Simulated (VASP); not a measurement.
# Ir (P6_3/mmc) in VASP: a series of runs, part 2 of 2

VASP 6.6.1.

## 3. Single point, r2SCAN, collinear spin (12.56 Å³/atom)

This run uses another cell than the first one, of 12.56 Å³/atom.

POSCAR reads:

```
Ir
1.0
    2.6132048440      0.0000000000      0.0000000000
   -1.3066024220      2.2631017802      0.0000000000
    0.0000000000      0.0000000000      4.2463291410
Ir
2
Direct
    0.3333333333      0.6666666667      0.2500000000
    0.6666666667      0.3333333333      0.7500000000
```

INCAR.step1 reads:

```
  PREC = Accurate
  ENCUT = 520
  ISMEAR = -1
  SIGMA = 0.05
  LREAL = F
  LASPH = T
  NELM = 150
  ISPIN = 2
  MAGMOM = 1 1
  LMAXMIX = 4
  NBANDS = 20
  GGA = PE
  ALGO = Normal
  EDIFF = 1E-4
  LWAVE = T
  LCHARG = F
```

INCAR.step2 reads:

```
  PREC = Accurate
  ENCUT = 520
  EDIFF = 1E-6
  ISMEAR = -1
  SIGMA = 0.05
  LREAL = F
  LASPH = T
  NELM = 150
  ALGO = Normal
  ISIF = 2
  LWAVE = F
  LCHARG = F
  ISPIN = 2
  MAGMOM = 1 1
  LORBIT = 11
  LMAXMIX = 4
  METAGGA = R2SCAN
  LMIXTAU = T
  NBANDS = 20
  ISTART = 1
```

KPOINTS reads:

```
regular mesh
0
Gamma
  15 15 8
```

Potentials or basis: VASP PAW PBE potentials, release 64 (Ir).

Command:

```bash
cat potpaw_PBE.64/Ir/POTCAR > POTCAR
cp INCAR.step1 INCAR
mpirun -np 1 vasp_std > vasp.out
cp INCAR.step2 INCAR
mpirun -np 1 vasp_std > vasp.out
```

OUTCAR:

```text
PREC = Accurate
   ENCUT = 520
   EDIFF = 1E-6
   ISMEAR = -1
   LREAL = F
   LASPH = T
   NELM = 150
   ISIF = 2
   ISPIN = 2
   LORBIT = 11
   METAGGA = R2SCAN
   ISTART = 1

 ion  position               nearest neighbor table
   1  0.333  0.667  0.250-   2 2.60   2 2.60   2 2.60   2 2.60   2 2.60   2 2.60
   2  0.667  0.333  0.750-   1 2.60   1 2.60   1 2.60   1 2.60   1 2.60   1 2.60

  LATTYP: Found a hexagonal cell.
 ALAT       =     2.6132048440
 C/A-ratio  =     1.6249507385

  Lattice vectors:

 A1 = (   2.6132048440,   0.0000000000,   0.0000000000)
 A2 = (  -1.3066024220,   2.2631017802,   0.0000000000)
 A3 = (   0.0000000000,   0.0000000000,   4.2463291410)

Analysis of symmetry for initial positions (statically):
=====================================================================
 Subroutine PRICEL returns:
 Original cell was already a primitive cell.

 Routine SETGRP: Setting up the symmetry group for a
 hexagonal supercell.

 Subroutine GETGRP returns: Found 24 space group operations
 (whereof 12 operations were pure point group operations)
 out of a pool of 24 trial point group operations.

The static configuration has the point symmetry D_3d.
 The point group associated with its full space group is D_6h.

Analysis of symmetry for dynamics (positions and initial velocities):
=====================================================================
 Subroutine PRICEL returns:
 Original cell was already a primitive cell.

 Routine SETGRP: Setting up the symmetry group for a
 hexagonal supercell.

 Subroutine GETGRP returns: Found 24 space group operations
 (whereof 12 operations were pure point group operations)
 out of a pool of 24 trial point group operations.

The dynamic configuration has the point symmetry D_3d.
 The point group associated with its full space group is D_6h.

Analysis of structural, dynamic, and magnetic symmetry:
[... 152 lines left out ...]
 number of electron      18.0000003 magnetization      -0.0000003

 Free energy of the ion-electron system (eV)
  ---------------------------------------------------
  ext. energy  EPLUGINS =         0.00000000
  ---------------------------------------------------
  free energy    TOTEN  =      -103.87444534 eV

  energy without entropy =     -103.85746701  energy(sigma->0) =     -103.86595617

 E-fermi :  12.5575     XC(G=0): -16.1712

 val. band max:       12.5528264545   @ k =   0.2000   0.0667   0.3750
 cond. band min:      12.5699556828   @ k =   0.1333   0.0667   0.5000
 fundamental gap:      0.0171292283
 Fermi energy:        12.5575131578

 spin component 1

 k-point     1 :       0.0000    0.0000    0.0000
  band No.  band energies     occupation
      1      -0.5195      1.00000
      2       2.5766      1.00000
      3       7.5886      1.00000
      4       7.7197      1.00000
      5       7.7197      1.00000
      6       8.5506      1.00000
[... 541 lines left out ...]
     19      31.8749      0.00000
     20      40.6007      0.00000

 [... further k-points ...]

 spin component 2

 k-point     1 :       0.0000    0.0000    0.0000
  band No.  band energies     occupation
      1      -0.5195      1.00000
      2       2.5767      1.00000
      3       7.5886      1.00000
      4       7.7197      1.00000
      5       7.7197      1.00000
      6       8.5506      1.00000
[... 541 lines left out ...]
     19      31.8749      0.00000
     20      40.6008      0.00000

 [... further k-points ...]

------------------------ aborting loop because EDIFF is reached ----------------------------------------

  FORCE on cell =-STRESS in cart. coord.  units (eV):
  Direction    XX          YY          ZZ          XY          YZ          ZX
  --------------------------------------------------------------------------------------
  -------------------------------------------------------------------------------------
  Total       11.0570342     11.0570342     11.0463278      0.0000000      0.0000000      0.0000000
  in kB      705.4366872    705.4366872    704.7536212      0.0000000      0.0000000      0.0000000
  external PRESSURE =     705.2089985 kB  Pullay stress =       0.0000000 kB

 VOLUME and BASIS-vectors are now :
 -----------------------------------------------------------------------------
  energy-cutoff  :      520.00
  volume of cell :       25.11
      direct lattice vectors                 reciprocal lattice vectors
     2.613204844  0.000000000  0.000000000     0.382671876  0.220935711  0.000000000
    -1.306602422  2.263101780  0.000000000     0.000000000  0.441871421  0.000000000
     0.000000000  0.000000000  4.246329141     0.000000000  0.000000000  0.235497524

 POSITION                                       TOTAL-FORCE (eV/Angst)
 -----------------------------------------------------------------------------------
     -0.00000      1.50873      1.06158        -0.000000     -0.000000      0.000000
      1.30660      0.75437      3.18475         0.000000      0.000000      0.000000
 -----------------------------------------------------------------------------------
    total drift:                                0.000000     -0.000000     -0.000000

  FREE ENERGIE OF THE ION-ELECTRON SYSTEM (eV)
  ---------------------------------------------------
  free  energy   TOTEN  =      -103.8744453417 eV

  energy  without entropy=     -103.8574670081  energy(sigma->0) =     -103.86595617

 total charge

# of ion       s       p       d       tot
------------------------------------------
    1        0.748   0.919   7.188   8.855
    2        0.748   0.919   7.188   8.855
--------------------------------------------------
tot          1.496   1.837  14.376  17.709

 magnetization (x)

# of ion       s       p       d       tot
------------------------------------------
    1       -0.000  -0.000   0.000   0.000
    2       -0.000  -0.000   0.000   0.000
--------------------------------------------------
tot         -0.000  -0.000   0.000   0.000
```

OUTCAR.step1:

```text
PREC = Accurate
   ENCUT = 520
   ISMEAR = -1
   LREAL = F
   LASPH = T
   NELM = 150
[... 1350 lines left out ...]
 -----------------------------------------------------------------------------------
     -0.00000      1.50873      1.06158        -0.000000      0.000000      0.000000
      1.30660      0.75437      3.18475         0.000000      0.000000      0.000000
 -----------------------------------------------------------------------------------
    total drift:                                0.000000     -0.000000     -0.000000

  FREE ENERGIE OF THE ION-ELECTRON SYSTEM (eV)
  ---------------------------------------------------
  free  energy   TOTEN  =       -16.7365196524 eV

  energy  without entropy=      -16.7191817490  energy(sigma->0) =      -16.72785070
```

Wall time 8.8 min (1 thread of Intel Xeon 8259CL, shared host); peak memory 0.23 GiB.

Results:

```
Free energy                                           : -103.8744 eV
Pressure                                              : 70.5 GPa
Band gap on the k mesh                                : zero (filled and empty bands overlap)
Net moment                                            : 0.00 μB per cell
Valence electrons inside the program's atomic spheres : Ir 8.86
```

Levels at points of the mesh, in eV from the Fermi level:
Spin up:
| k point | band 6 | band 7 | band 8 | band 9 | band 10 | band 11 | band 12 | band 13 |
| --- | --- | --- | --- | --- | --- | --- | --- | --- |
| (0.00, 0.00, 0.00) | -4.01 | -4.01 | -2.98 | -2.98 | -1.13 | 0.32 | 0.32 | 8.69 |
| (0.00, 0.00, 0.50) | -4.98 | -4.98 | -4.98 | -0.58 | -0.58 | -0.58 | -0.58 | 14.34 |
Spin down:
```csv
k point,band 7,band 8,band 9,band 10,band 11,band 12
"(0.00, 0.00, 0.00)",-4.01,-2.98,-2.98,-1.13,0.32,0.32
"(0.00, 0.00, 0.50)",-4.98,-4.98,-0.58,-0.58,-0.58,-0.58
```

Caveat: the cell stands under pressure; the PAW data sets were made with another functional, which shifts forces and pressure a little; spin-orbit coupling is left out, which moves the levels of the heavy elements.
